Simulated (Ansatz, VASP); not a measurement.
## WS2 in VASP and in Ansatz

File INCAR:

```
SYSTEM = WS2
ALGO = Normal
EDIFF = 1E-7
ENCUT = 520
GGA = PE
ISIF = 2
ISMEAR = 0
IVDW = 12
LASPH = .TRUE.
LCHARG = .FALSE.
LREAL = .FALSE.
LWAVE = .FALSE.
NBANDS = 20
NELM = 100
PREC = Accurate
SIGMA = 0.05
```

The input KPOINTS:

```
k-points
0
G
  12 12 12
  0 0 0
```

The input POSCAR:

```
WS2
1.0
    1.5944000000      0.9205272692      5.4597666667
   -1.5944000000      0.9205272692      5.4597666667
    0.0000000000     -1.8410545384      5.4597666667
W S
1 2
Direct
    0.9993440419      0.9993440419      0.9993440419
    0.7527816504      0.7527816504      0.7527816504
    0.5791743077      0.5791743077      0.5791743077
```

Input for Ansatz:

```yaml
crystal:
  lattice:
    - [1.5944, 0.9205272692, 5.4597666667]
    - [-1.5944, 0.9205272692, 5.4597666667]
    - [0.0, -1.8410545384, 5.4597666667]
  atoms:
    - { symbol: W, position: [0.9993440419, 0.9993440419, 0.9993440419] }
    - { symbol: S, position: [0.7527816504, 0.7527816504, 0.7527816504] }
    - { symbol: S, position: [0.5791743077, 0.5791743077, 0.5791743077] }
basis:
  ecutwfc: 420
kpoints:
  mp_grid: { grid: [12, 12, 12] }
hamiltonian:
  xc: pbe
  pseudopotentials: { kind: paw, azcp: { folder: soft_1 } }
  dispersion: d3bj
scf:
  occupations: { method: gaussian, width: 0.05 }
output:
  forces: true
  stress: true
  eigenvalues: true
```

Alike in both runs: task single point; functional PBE; dispersion D3(BJ); k mesh 12 × 12 × 12; occupations gaussian, width 0.05 eV; no spin polarisation.

|  | VASP | Ansatz |
| --- | --- | --- |
| version | VASP 6.6.1 | Ansatz 0.2.0 |
| potentials or method | VASP PAW PBE potentials, release 64 (W_sv, S), cutoff 520 eV | scalar-relativistic, plane waves, PAW |
| valence electrons in the cell | 26 | 26 |

|  | VASP | Ansatz | Ansatz less VASP |
| --- | --- | --- | --- |
| gap on the k mesh at the Fermi level (eV) | none | none | - |
| pressure (GPa) | 17.9 | 17.9 | +0.07 |
| traceless stress, the component that is largest in VASP (GPa) | 15.36 | 15.33 | -0.029 |
| rms of the force components (eV/Å) | 1.423 | 1.425 | +0.0021 |

Atom by atom the forces differ by 0.002 eV/Å (rms over components). A gap of «none» marks a metal or a gap that the smearing closes.

Neither program's run includes spin-orbit coupling.
